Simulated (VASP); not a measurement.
Write the native input for VASP 6.6.1 that does the following.

* Task: single point
* Functional: PBE
* Dispersion: D3(BJ)
* Potentials or basis: VASP PAW PBE potentials, release 64 (C, H)
* Cutoff: 520 eV
* k mesh: 1 × 1 × 1
* Occupations: fermi-dirac, width 0.02 eV
* Spin: no spin polarisation
* Dipole correction: no
* Further INCAR settings: LREAL = Auto; ALGO = Normal; EDIFF = 1e-06; NBANDS = 58

The structure of H4C lies in POSCAR:

```
H4C
1.0
    7.9581140000      0.0000000000      0.0000000000
    0.0000000000      7.9581140000      0.0000000000
    0.0000000000      0.0000000000      7.9581140000
C H
8 32
Direct
    0.9888065866      0.6402452737     -0.0218064170
    0.7626106309      0.0416559136      0.4390947522
    0.2698451809      0.3203858428      0.1504055157
    0.8473258302      0.0915505840      0.9096123138
    0.2310975933      0.0996101782      0.6116337134
    0.6958747155      0.4701432765      0.2978257572
    0.4330902280      0.8587964704      0.1342616097
    0.5559474701      0.6395331176      0.6966500707
    1.0137490997      0.5207482856     -0.0845169084
    0.9781347205      0.6189655216      0.1138517090
    0.8713824667      0.6937833109     -0.0691366794
    1.0920259456      0.7281659372     -0.0466713198
    0.7450097463      0.1388185291      0.5345720183
    0.7091946841     -0.0766231585      0.4830796380
    0.8969325558      0.0253084160      0.4142724649
    0.6992440918      0.0799638778      0.3234490524
    0.2916712205      0.4561567522      0.1571193904
    0.3059329576      0.2617299063      0.2696125914
    0.3457585196      0.2673166775      0.0481362028
    0.1362575610      0.2969643364      0.1263777139
    0.8269574510      0.2158008537      0.8552068055
    0.7714349701      0.0784926817      1.0233797012
    0.9805917527      0.0767201663      0.9422122771
    0.8111381281     -0.0050662219      0.8197873209
    0.1175952465      0.1746747482      0.6332466776
    0.2370539989     -0.0025333169      0.7032555592
    0.3425211164      0.1795805363      0.6245518093
    0.2282418942      0.0466492899      0.4842077628
    0.8004831345      0.5077253985      0.3796832376
    0.6005359398      0.4060761648      0.3731928699
    0.7417378824      0.3848512311      0.1996381023
    0.6405666764      0.5822619804      0.2396290707
    0.4691434122      0.9081160126      0.2575701542
    0.3485315013      0.7518131443      0.1505217810
    0.5459733907      0.8178666676      0.0670451057
    0.3703439601      0.9576152447      0.0623419950
    0.6808712203      0.6958016582      0.6842484672
    0.4882588197      0.6993124457      0.8001413671
    0.5693253303      0.5050955399      0.7220948137
    0.4861423696      0.6568898260      0.5794646328
```

One way to write it, as run:

INCAR

```
SYSTEM = H4C
PREC = Accurate ; ENCUT = 520
EDIFF = 1E-6 ; ISMEAR = -1
SIGMA = 0.02 ; LREAL = Auto
LASPH = .TRUE. ; NELM = 80
ALGO = Normal ; ISIF = 2
LWAVE = .FALSE. ; LCHARG = .TRUE.
GGA = PE ; IVDW = 12
LELF = .TRUE. ; LVHAR = .TRUE.
NBANDS = 58
```

KPOINTS

```
Automatic mesh
0
G
  1 1 1
  0 0 0
```

Potentials or basis: VASP PAW PBE potentials, release 64 (C, H).

The run is started by

```console
$ cat potpaw_PBE.64/C/POTCAR potpaw_PBE.64/H/POTCAR > POTCAR
$ mpirun -np 1 vasp_gam > vasp.out
```

It gave:

```json
{"Pressure": "0.0 GPa", "Largest force": "0.268 eV/Å", "Band gap on the k mesh": "7.39 eV", "Dispersion energy per atom": "-0.026 eV"}
```

Caveat: the k points lie up to 0.79 Å⁻¹ apart.

Wall time 90 s on 1 thread of Intel(R) Xeon(R) Platinum 8559C (Emerald Rapids), on a shared host, peak memory 0.45 GiB.
